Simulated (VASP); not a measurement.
# CsI2 (Fd-3m) in VASP: notebook, part 2 of 2

VASP 6.6.1. The steps go on from the part before.

**3. Single point, PBE**

This run uses another cell than the first one, of 49.02 Å³/atom, 1.022 times its volume.

INCAR reads:

```
SYSTEM = CsI2
PREC     = Accurate       ! precision mode
ENCUT    = 520            ! plane-wave cutoff, eV
EDIFF    = 1E-7           ! SCF threshold, eV
ISMEAR   = 0              ! smearing method
SIGMA    = 0.1            ! smearing width, eV
LREAL    = .False.        ! projectors in reciprocal space
LASPH    = .True.         ! aspherical terms in the spheres
NELM     = 100            ! most SCF steps
ALGO     = Normal         ! electronic algorithm
ISIF     = 2              ! what is computed and relaxed
LWAVE    = .False.        ! write WAVECAR
LCHARG   = .True.         ! write CHGCAR
GGA      = PE             ! functional
LELF     = .True.         ! ELF
LVHAR    = .True.       
NBANDS   = 32             ! bands
```

KPOINTS reads:

```
Automatic mesh
0
Gamma
  6 6 6
  0 0 0
```

POSCAR reads:

```
CsI2
1.0
    0.0000000000      5.2781803222      5.2781803222
    5.2781803222      0.0000000000      5.2781803222
    5.2781803222      5.2781803222      0.0000000000
Cs I
2 4
Direct
    0.5000000000      0.5000000000      0.5000000000
    0.7500000000      0.7500000000      0.7500000000
    0.1250000000      0.1250000000      0.1250000000
    0.6250000000      0.1250000000      0.1250000000
    0.1250000000      0.6250000000      0.1250000000
    0.1250000000      0.1250000000      0.6250000000
```

Potentials or basis: VASP PAW PBE potentials, release 64 (Cs_sv, I).

The run is started by

```bash
> cat potpaw_PBE.64/Cs_sv/POTCAR potpaw_PBE.64/I/POTCAR > POTCAR
> mpirun -np 1 vasp_std > vasp.out
```

OUTCAR:

```text
SYSTEM = CsI2
   PREC = Accurate
   ENCUT = 520
   EDIFF = 1E-7
   ISMEAR = 0
   LREAL = .False.
   LASPH = .True.
   NELM = 100
   ISIF = 2
   GGA = PE

 ion  position               nearest neighbor table
   1  0.500  0.500  0.500-
   2  0.750  0.750  0.750-
   3  0.125  0.125  0.125-
   4  0.625  0.125  0.125-
   5  0.125  0.625  0.125-
   6  0.125  0.125  0.625-

  LATTYP: Found a face centered cubic cell.
 ALAT       =    10.5563606444

  Lattice vectors:

 A1 = (   0.0000000000,   5.2781803222,   5.2781803222)
 A2 = (   5.2781803222,   0.0000000000,   5.2781803222)
 A3 = (   5.2781803222,   5.2781803222,   0.0000000000)

Analysis of symmetry for initial positions (statically):
=====================================================================
 Subroutine PRICEL returns:
 Original cell was already a primitive cell.

 Routine SETGRP: Setting up the symmetry group for a
 face centered cubic supercell.

 Subroutine GETGRP returns: Found 48 space group operations
 (whereof 24 operations were pure point group operations)
 out of a pool of 48 trial point group operations.

The static configuration has the point symmetry T_d .
 The point group associated with its full space group is O_h .

Analysis of symmetry for dynamics (positions and initial velocities):
=====================================================================
 Subroutine PRICEL returns:
 Original cell was already a primitive cell.

 Routine SETGRP: Setting up the symmetry group for a
 face centered cubic supercell.

 Subroutine GETGRP returns: Found 48 space group operations
 (whereof 24 operations were pure point group operations)
[... 117 lines left out ...]
   ISMEAR =     0;   SIGMA  =   0.10  broadening in eV -4-tet -1-fermi 0-gaus
   EFERMI_NEDOS =   21; number of points for ismear=-14 and -15
   IALGO  =     38    algorithm
   IMIX   =      4    mixing-type and parameters
     AMIX     =   0.40;   BMIX     =  1.00
     AMIX_MAG =   1.60;   BMIX_MAG =  1.00
  volume/ion in A,a.u.               =      49.02       330.77
  Fermi-wavevector in a.u.,A,eV,Ry     =   0.882064  1.666858 10.585824  0.778036
  Thomas-Fermi vector in A             =   2.002644
   LORBIT       =      0    0 simple, 1 ext, 2 COOP (PROOUT), +10 PAW based schemes
   GGA     = PE    functional components
   LHFCALC =     F    Hartree Fock is set to
   AEXX    =    0.0000 exact exchange contribution
   IVDW    =     0    specifies the selected vdW correction
   LEPSILON=     F    determine dielectric tensor
   LRPA    =     F    only Hartree local field effects (RPA)
 non-spin polarized calculation
 Gauss-broadening in eV      SIGMA  =   0.10
  energy-cutoff  :      520.00
  volume of cell :      294.09
 maximum number of plane-waves:      7954
   NGX = 27   NGY = 27   NGZ = 27

 number of electron      46.0000007 magnetization

 Free energy of the ion-electron system (eV)
  ---------------------------------------------------
  ext. energy  EPLUGINS =         0.00000000
  ---------------------------------------------------
  free energy    TOTEN  =       -12.20351103 eV

  energy without entropy =      -12.16069982  energy(sigma->0) =      -12.18210542

 E-fermi :   2.0570     XC(G=0):  -7.5939

 val. band max:        2.0426956056   @ k =   0.5000   0.3333   0.1667
 cond. band min:       2.0665128160   @ k =  -0.1667   0.1667   0.0000
 fundamental gap:      0.0238172103
 Fermi energy:         2.0569956853

 k-point     1 :       0.0000    0.0000    0.0000
  band No.  band energies     occupation
      1     -20.1066      2.00000
      2     -20.0661      2.00000
      3     -10.3782      2.00000
      4      -9.4432      2.00000
      5      -9.4432      2.00000
      6      -9.4432      2.00000
[... 549 lines left out ...]
     31       7.1267      0.00000
     32       7.1267      0.00000

------------------------ aborting loop because EDIFF is reached ----------------------------------------

  FORCE on cell =-STRESS in cart. coord.  units (eV):
  Direction    XX          YY          ZZ          XY          YZ          ZX
  --------------------------------------------------------------------------------------
  -------------------------------------------------------------------------------------
  Total        0.0266431      0.0266431      0.0266431     -0.0000000      0.0000000      0.0000000
  in kB        0.1451483      0.1451483      0.1451483     -0.0000000      0.0000000      0.0000000
  external PRESSURE =       0.1451483 kB  Pullay stress =       0.0000000 kB

 VOLUME and BASIS-vectors are now :
 -----------------------------------------------------------------------------
  energy-cutoff  :      520.00
  volume of cell :      294.09
      direct lattice vectors                 reciprocal lattice vectors
     0.000000000  5.278180322  5.278180322    -0.094729617  0.094729617  0.094729617
     5.278180322  0.000000000  5.278180322     0.094729617 -0.094729617  0.094729617
     5.278180322  5.278180322  0.000000000     0.094729617  0.094729617 -0.094729617

 POSITION                                       TOTAL-FORCE (eV/Angst)
 -----------------------------------------------------------------------------------
      5.27818      5.27818      5.27818         0.000000      0.000000      0.000000
      7.91727      7.91727      7.91727        -0.000000     -0.000000     -0.000000
      1.31955      1.31955      1.31955        -0.000000     -0.000000      0.000000
      1.31955      3.95864      3.95864         0.000000     -0.000000      0.000000
      3.95864      1.31955      3.95864         0.000000     -0.000000      0.000000
      3.95864      3.95864      1.31955         0.000000     -0.000000      0.000000
 -----------------------------------------------------------------------------------
    total drift:                                0.000000      0.000000      0.000000

  FREE ENERGIE OF THE ION-ELECTRON SYSTEM (eV)
  ---------------------------------------------------
  free  energy   TOTEN  =       -12.2035110297 eV

  energy  without entropy=      -12.1606998197  energy(sigma->0) =      -12.18210542
```

stdout:

```text
POSCAR found type information on POSCAR CsI
 POSCAR found :  2 types and       6 ions
 scaLAPACK will be used
 LDA part: xc-table for (Slater+PW92), standard interpolation
 POSCAR, INCAR and KPOINTS ok, starting setup
 FFT: planning ... GRIDC
 FFT: planning ... GRID_SOFT
 FFT: planning ... GRID
 WAVECAR not read
 entering main loop
```

Wall time 5.7 min (1 thread of Intel Xeon Platinum 8375C at 2.90GHz (Ice Lake), shared host); peak memory 0.47 GiB.

What came out:

```yaml
Free_energy: -12.2035 eV
Pressure: 0.0 GPa
Band_gap_on_the_k_mesh: zero (band 23 reaches 2.33 eV, above the bottom of band 24 at 1.89 eV)
```

Levels at points of the mesh, in eV from the Fermi level:
```csv
k point,band 20,band 21,band 22,band 23,band 24,band 25
"(0.00, 0.00, 0.00)",-0.41,-0.41,0.27,0.27,0.27,2.08
"(0.50, 0.00, 0.00)",-1.57,-1.57,-0.39,0.15,0.15,3.00
"(0.50, 0.50, 0.00)",-1.59,-1.58,-1.58,0.04,0.04,3.84
```

Caveat: spin-orbit coupling is left out, which moves the levels of the heavy elements.

**4. Relaxation of cell and atoms, PBE**

INCAR reads:

```
PREC = Accurate
ENCUT = 600
EDIFF = 1E-6
ISMEAR = 0
SIGMA = 0.1
LREAL = False
LASPH = True
NELM = 100
ALGO = Normal
ISIF = 3
LWAVE = False
LCHARG = False
GGA = PE
IBRION = 2
NSW = 100
EDIFFG = -0.01
```

KPOINTS reads:

```
Automatic mesh
0
Gamma
  6 6 6
```

POSCAR, as its differences from that of step 3:

```diff
@@ -2,5 +2,5 @@
 1.0
-    0.0000000000      5.2781803222      5.2781803222
-    5.2781803222      0.0000000000      5.2781803222
-    5.2781803222      5.2781803222      0.0000000000
+    0.0000000000      5.2396035600      5.2396035600
+    5.2396035600      0.0000000000      5.2396035600
+    5.2396035600      5.2396035600      0.0000000000
 Cs I
```

Potentials or basis: VASP PAW PBE potentials, release 64 (Cs_sv, I).

The run is started by

```bash
> cat potpaw_PBE.64/Cs_sv/POTCAR potpaw_PBE.64/I/POTCAR > POTCAR
> mpirun -np 1 vasp_std > vasp.out
```

OUTCAR:

```text
PREC = Accurate
   ENCUT = 600
   EDIFF = 1E-6
   ISMEAR = 0
   LREAL = False
   LASPH = True
   NELM = 100
   ISIF = 3
   GGA = PE
   IBRION = 2
   NSW = 100
   EDIFFG = -0.01

 ion  position               nearest neighbor table
   1  0.500  0.500  0.500-
   2  0.750  0.750  0.750-
   3  0.125  0.125  0.125-
   4  0.625  0.125  0.125-
   5  0.125  0.625  0.125-
   6  0.125  0.125  0.625-

  LATTYP: Found a face centered cubic cell.
 ALAT       =    10.4792071200

  Lattice vectors:

[... 181 lines left out ...]

------------------------ aborting loop because EDIFF is reached ----------------------------------------

  FORCE on cell =-STRESS in cart. coord.  units (eV):
  Direction    XX          YY          ZZ          XY          YZ          ZX
  --------------------------------------------------------------------------------------
  -------------------------------------------------------------------------------------
  Total        0.4770111      0.4770111      0.4770111     -0.0000000     -0.0000000     -0.0000000
  in kB        2.6565242      2.6565242      2.6565242     -0.0000000     -0.0000000     -0.0000000
  external PRESSURE =       2.6565242 kB  Pullay stress =       0.0000000 kB
[... 67 lines left out ...]
--------------------------------------- Ionic step        3  -------------------------------------------

 number of electron      45.9999996 magnetization

 Free energy of the ion-electron system (eV)
  ---------------------------------------------------
  ext. energy  EPLUGINS =         0.00000000
  ---------------------------------------------------
  free energy    TOTEN  =       -12.20310773 eV

  energy without entropy =      -12.16036108  energy(sigma->0) =      -12.18173441

 E-fermi :   2.0621     XC(G=0):  -7.5965

 val. band max:        2.0477370177   @ k =   0.5000   0.3333   0.1667
 cond. band min:       2.0716014194   @ k =  -0.1667   0.1667   0.0000
 fundamental gap:      0.0238644016
 Fermi energy:         2.0620957316

 k-point     1 :       0.0000    0.0000    0.0000
  band No.  band energies     occupation
      1     -20.1021      2.00000
      2     -20.0615      2.00000
      3     -10.3758      2.00000
      4      -9.4393      2.00000
      5      -9.4393      2.00000
      6      -9.4393      2.00000
[... 502 lines left out ...]
  FREE ENERGIE OF THE ION-ELECTRON SYSTEM (eV)
  ---------------------------------------------------
  free  energy   TOTEN  =       -12.2031077348 eV

  energy  without entropy=      -12.1603610831  energy(sigma->0) =      -12.18173441

 reached required accuracy - stopping structural energy minimisation
```

OSZICAR:

```text
N       E                     dE             d eps       ncg     rms          rms(c)
DAV:   1     0.337344043908E+03    0.33734E+03   -0.18803E+04   864   0.153E+03
DAV:   2     0.223280731779E+02   -0.31502E+03   -0.31077E+03  1263   0.222E+02
DAV:   3    -0.117567753304E+02   -0.34085E+02   -0.33964E+02  1004   0.835E+01
DAV:   4    -0.124870906844E+02   -0.73032E+00   -0.72810E+00  1021   0.145E+01
[... 22 lines left out ...]
DAV:   3    -0.122031965564E+02    0.52478E-02   -0.15843E-02   876   0.473E-01    0.162E-01
DAV:   4    -0.122031437209E+02    0.52836E-04   -0.25165E-04  1071   0.780E-02    0.158E-01
DAV:   5    -0.122031094218E+02    0.34299E-04   -0.12037E-04   932   0.508E-02    0.155E-02
DAV:   6    -0.122031083671E+02    0.10547E-05   -0.74717E-06   925   0.124E-02    0.558E-03
DAV:   7    -0.122031077348E+02    0.63229E-06   -0.18360E-06   531   0.681E-03
   3 F= -.12203108E+02 E0= -.12181734E+02  d E =-.545015E-02
```

CONTCAR:

```text
CsI2
   1.00000000000000
    -0.0000000000000000    5.2770982339693573    5.2770982339693573
     5.2770982339693573   -0.0000000000000000    5.2770982339693573
     5.2770982339693573    5.2770982339693573   -0.0000000000000000
  Cs              I
     2     4
Direct
     0.5000000000000000    0.5000000000000000    0.5000000000000000
     0.7500000000000000    0.7500000000000000    0.7500000000000000
     0.1250000000000000    0.1250000000000000    0.1250000000000000
     0.6250000000000000    0.1250000000000000    0.1250000000000000
     0.1250000000000000    0.6250000000000000    0.1250000000000000
     0.1250000000000000    0.1250000000000000    0.6250000000000000

  0.00000000E+00  0.00000000E+00  0.00000000E+00
  0.00000000E+00  0.00000000E+00  0.00000000E+00
  0.00000000E+00  0.00000000E+00  0.00000000E+00
  0.00000000E+00  0.00000000E+00  0.00000000E+00
  0.00000000E+00  0.00000000E+00  0.00000000E+00
  0.00000000E+00  0.00000000E+00  0.00000000E+00
```

It took 13 min on 1 thread of Oxide Virtual Turin-like, shared host; peak memory 0.53 GiB.

Results:

- Free energy: -12.2031 eV
- Relaxed volume: 48.99 Å³/atom
- Relaxed cell: a = 7.463 Å, b = 7.463 Å, c = 7.463 Å, α = 60.00°, β = 60.00°, γ = 60.00°
- Space group after relaxing (to 0.05 Å): Fd-3m (No. 227)
- Energy gained by relaxing: 0.9 meV/atom
- Ionic steps: 3
- Pressure after relaxing: 0.0 GPa
- Band gap on the k mesh: zero (band 23 reaches 2.33 eV, above the bottom of band 24 at 1.90 eV)

The path:
```tsv
step	energy change (eV)	largest force (eV/Å)	pressure (GPa)	volume (Å³)
1	0.0000	0.0000	0.27	287.69
2	-0.0041	0.0000	0.13	291.01
3	-0.0055	0.0000	0.02	293.91
```

Final structure:
```yaml
crystal:
  lattice:
    - [0.00000, 5.27710, 5.27710]
    - [5.27710, 0.00000, 5.27710]
    - [5.27710, 5.27710, 0.00000]
  atoms:
    - { symbol: Cs, position: [0.50000, 0.50000, 0.50000] }
    - { symbol: Cs, position: [0.75000, 0.75000, 0.75000] }
    - { symbol: I, position: [0.12500, 0.12500, 0.12500] }
    - { symbol: I, position: [0.62500, 0.12500, 0.12500] }
    - { symbol: I, position: [0.12500, 0.62500, 0.12500] }
    - { symbol: I, position: [0.12500, 0.12500, 0.62500] }
```

Levels at points of the mesh, in eV from the Fermi level:
```tsv
k point	band 18	band 19	band 20	band 21	band 22	band 23	band 24	band 25	band 26	band 27
(0.00, 0.00, 0.00)	-2.45	-0.41	-0.41	-0.41	0.27	0.27	0.27	2.08	3.93	3.93
(0.50, 0.00, 0.00)	-1.82	-1.69	-1.57	-1.57	-0.39	0.15	0.15	3.00	3.58	4.29
(0.50, 0.50, 0.00)	-1.96	-1.60	-1.60	-1.58	-1.58	0.04	0.04	3.84	3.84	3.93
```

Caveat: spin-orbit coupling is left out, which moves the levels of the heavy elements.

**5. Overview**

```csv
task,cell,k mesh,cutoff (eV),gap on the mesh (eV),pressure (GPa)
single point,"a = 7.410 Å, angles 60.0°, 6 atoms",4 × 4 × 4,520,none,0.2
single point,"a = 7.464 Å, angles 60.0°, 6 atoms",6 × 6 × 6,520,none,0.0
relaxation of cell and atoms,"relaxed from a = 7.410 Å, angles 60.0°, 6 atoms",6 × 6 × 6,600,none,0.0
```

Alike in all rows: level PBE; potentials or basis VASP PAW PBE potentials, release 64 (Cs_sv, I); no spin polarisation; smearing gaussian 0.1 eV.

Caveats: spin-orbit coupling is left out, which moves the levels of the heavy elements.

Total energies depend on the potentials used, so only differences within one code and one set of settings carry meaning.
